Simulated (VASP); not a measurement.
Wanted: the native input for a VASP 6.6.1 run.

| Item | Value |
| --- | --- |
| Task | relaxation of cell and atoms |
| Functional | PBEsol |
| Potentials or basis | VASP PAW PBE potentials, release 64 (Zr_sv, Ti_sv, C) |
| Cutoff | 600 eV |
| k mesh | 4 × 4 × 4 |
| Occupations | gaussian, width 0.1 eV |
| Spin | no spin polarisation |
| Dipole correction | no |
| Further INCAR settings | LREAL = Auto; ALGO = Normal; EDIFF = 1e-06; IBRION = 2; EDIFFG = -0.05; NSW = 100; ISIF = 3 |

The structure of ZrTi7C8 lies in POSCAR:

```
ZrTi7C8
1.0
   -4.3700250000      4.3700250000      0.0000000000
   -4.3700250000      0.0000000000      4.3700250000
    0.0000000000      4.3700250000      4.3700250000
Zr Ti C
1 7 8
Direct
    0.0000000000      0.0000000000      0.0000000000
    0.5000000000      0.0000000000      0.0000000000
    0.0000000000      0.5000000000      0.0000000000
    0.0000000000      0.0000000000      0.5000000000
    0.5000000000      0.5000000000      0.0000000000
    0.5000000000      0.0000000000      0.5000000000
    0.0000000000      0.5000000000      0.5000000000
    0.5000000000      0.5000000000      0.5000000000
    0.7500000000      0.7500000000      0.7500000000
    0.2500000000      0.7500000000      0.7500000000
    0.7500000000      0.2500000000      0.7500000000
    0.7500000000      0.7500000000      0.2500000000
    0.2500000000      0.2500000000      0.7500000000
    0.2500000000      0.7500000000      0.2500000000
    0.7500000000      0.2500000000      0.2500000000
    0.2500000000      0.2500000000      0.2500000000
```

One way to write it, as run:

INCAR

```
SYSTEM = ZrTi7C8
PREC = Accurate
ENCUT = 600
EDIFF = 1E-6
ISMEAR = 0
SIGMA = 0.1
LREAL = Auto
LASPH = .True.
NELM = 80
ALGO = Normal
ISIF = 3
LWAVE = .False.
LCHARG = .False.
GGA = PS
IBRION = 2
NSW = 100
EDIFFG = -0.05
```

KPOINTS

```
regular mesh
0
Gamma
  4 4 4
  0 0 0
```

Potentials or basis: VASP PAW PBE potentials, release 64 (Zr_sv, Ti_sv, C).

Launch:

```bash
$ cat potpaw_PBE.64/Zr_sv/POTCAR potpaw_PBE.64/Ti_sv/POTCAR potpaw_PBE.64/C/POTCAR > POTCAR
$ mpirun -np 1 vasp_std > vasp.out
```

It gave:

* Relaxed volume: 10.28 Å³/atom
* Relaxed cell: a = 6.150 Å, b = 6.150 Å, c = 6.150 Å, α = 60.00°, β = 60.00°, γ = 60.00°
* Space group after relaxing (to 0.05 Å): Fm-3m (No. 225)
* Energy gained by relaxing: 14.6 meV/atom
* Ionic steps: 5
* Pressure after relaxing: 0.0 GPa
* Band gap on the k mesh: zero (band 64 reaches 9.74 eV, above the bottom of band 65 at 9.23 eV)

Caveat: the PAW data sets were made with another functional, which shifts forces and pressure a little.

Run time: 11 min on 1 thread of AMD EPYC 9R45 96-Core Processor (Zen 5), on a shared host, peak memory 0.39 GiB.
